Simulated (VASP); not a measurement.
A run of VASP 6.6.1:

File INCAR:

```
SYSTEM = Ti4C
ALGO = Normal
DIPOL = 0.5 0.5 0.345
EDIFF = 1E-7
EDIFFG = -0.025
ENCUT = 520
GGA = PE
GGA_COMPAT = .FALSE.
IBRION = 2
IDIPOL = 3
ISIF = 2
ISMEAR = 0
KPAR = 4
LASPH = .TRUE.
LCHARG = .FALSE.
LDIPOL = .TRUE.
LREAL = .FALSE.
LWAVE = .FALSE.
NELM = 120
NELMDL = -8
NELMIN = 4
NSW = 36
PREC = Accurate
SIGMA = 0.1
```

Contents of KPOINTS:

```
k-points
0
G
  8 8 1
  0 0 0
```

POSCAR

```
Ti4C
1.0
    3.2555055347      0.0000000000      0.0000000000
    0.0000000000      3.2555055347      0.0000000000
    0.0000000000      0.0000000000     20.1798089631
Ti C
4 1
Selective dynamics
Direct
    0.5000000000      0.5000000000      0.1982179320  F F F
    0.0000000000      0.0000000000      0.2788803788  F F F
    0.5000000000      0.5000000000      0.3551905195  F F F
    0.0000000000      0.0000000000      0.4301234456  F F F
    0.3750000000      0.5000000000      0.4648115837  F F T
```

Potentials or basis: VASP PAW PBE potentials, release 64 (Ti_sv, C).

Command:

```bash
$ cat potpaw_PBE.64/Ti_sv/POTCAR potpaw_PBE.64/C/POTCAR > POTCAR
$ mpirun -np 4 vasp_std > vasp.out
```

Hardware: 4 MPI ranks on Intel(R) Xeon(R) Platinum 8488C (Sapphire Rapids), with other jobs on the host.

Question: How long does it take, and how much memory?

Answer: Run time: 7.4 min on 4 MPI ranks on Intel(R) Xeon(R) Platinum 8488C (Sapphire Rapids), on a shared host, peak memory 0.37 GiB a rank. Counts: scf iterations 140, k points 25, ion steps 15.
